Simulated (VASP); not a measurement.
Input of a VASP 6.6.1 run:

File POSCAR:

```
PbS
1.0
    0.0000000000      2.9872326762      2.9872326762
    2.9872326762      0.0000000000      2.9872326762
    2.9872326762      2.9872326762      0.0000000000
Pb S
1 1
Direct
    0.0000000000      0.0000000000      0.0000000000
    0.5000000000      0.5000000000      0.5000000000
```

The input INCAR.step1:

```
SYSTEM = PbS
  PREC = Accurate
  ENCUT = 520
  EDIFF = 1E-5
  ISMEAR = 0
  SIGMA = 0.01
  LREAL = .False.
  LASPH = .True.
  NELM = 60
  ALGO = Normal
  ISIF = 2
  LWAVE = .True.
  LCHARG = .False.
  GGA = PE
  NBANDS = 17
```

The input INCAR.step2:

```
SYSTEM = PbS
  PREC = Accurate
  ENCUT = 520
  EDIFF = 1E-7
  ISMEAR = 0
  SIGMA = 0.01
  LREAL = .False.
  LASPH = .True.
  NELM = 60
  ALGO = Normal
  ISIF = 2
  LWAVE = .False.
  LCHARG = .False.
  GGA = PE
  LHFCALC = .True.
  HFSCREEN = 0.2079
  PRECFOCK = Normal
  ISTART = 1
  NBANDS = 17
```

Contents of KPOINTS:

```
Automatic mesh
0
Gamma
  6 6 6
  0 0 0
```

Potentials or basis: VASP PAW PBE potentials, release 64 (Pb_d, S).

The run is started by

```bash
$ cat potpaw_PBE.64/Pb_d/POTCAR potpaw_PBE.64/S/POTCAR > POTCAR
$ cp INCAR.step1 INCAR
$ mpirun -np 1 vasp_std > vasp.out
$ cp INCAR.step2 INCAR
$ mpirun -np 1 vasp_std > vasp.out
```

Problem. Estimate the band gap on the k mesh.

Solution. 0.88 eV.

Problem. Predict the pressure.

Solution. -0.3 GPa.

Caveat: the PAW data sets were made with another functional, which shifts forces and pressure a little; spin-orbit coupling is left out, which moves the levels of the heavy elements. A k mesh can miss the band edges.
